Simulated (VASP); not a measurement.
**Sc3Ge: single point with PBE**

Crystal: Sc3Ge.

```xyz
4
Lattice="4.3606 0.0000 0.0000 0.0000 4.3606 0.0000 0.0000 0.0000 4.3606" Properties=species:S:1:pos:R:3 pbc="T T T"
Sc    0.0000    2.1803    2.1803
Sc    2.1803    0.0000    2.1803
Sc    2.1803    2.1803    0.0000
Ge    0.0000    0.0000    0.0000
```

```yaml
Program: VASP 6.6.1
Task: single point
Functional: PBE
Potentials_or_basis: VASP PAW PBE potentials, release 64 (Sc_sv, Ge_d)
Cutoff: 520 eV
k_mesh: 4 × 4 × 4
Occupations: gaussian, width 0.1 eV
Spin: no spin polarisation
Dipole_correction: no
Further_INCAR_settings: ALGO = Normal; EDIFF = 1e-07; NBANDS = 32
```

```yaml
Pressure: -0.2 GPa
```

Levels at points of the mesh, in eV from the Fermi level:
```csv
k point,band 20,band 21,band 22,band 23,band 24,band 25,band 26,band 27
"(0.00, 0.00, 0.00)",-1.22,-1.22,-0.69,-0.69,-0.69,-0.59,-0.59,-0.59
"(0.50, 0.00, 0.00)",-1.78,-1.78,-1.65,-0.09,0.02,0.79,0.79,1.31
"(0.50, 0.50, 0.00)",-3.67,-2.01,-1.53,0.07,0.25,0.25,1.02,1.02
"(0.50, 0.50, 0.50)",-2.29,-2.29,-1.61,-1.61,-1.61,0.46,1.25,1.25
```

Wall time 17 s on 1 thread of Intel(R) Xeon(R) 6975P-C (Granite Rapids) (shared host), peak memory 0.17 GiB.

Caveat: the k points lie up to 0.36 Å⁻¹ apart.
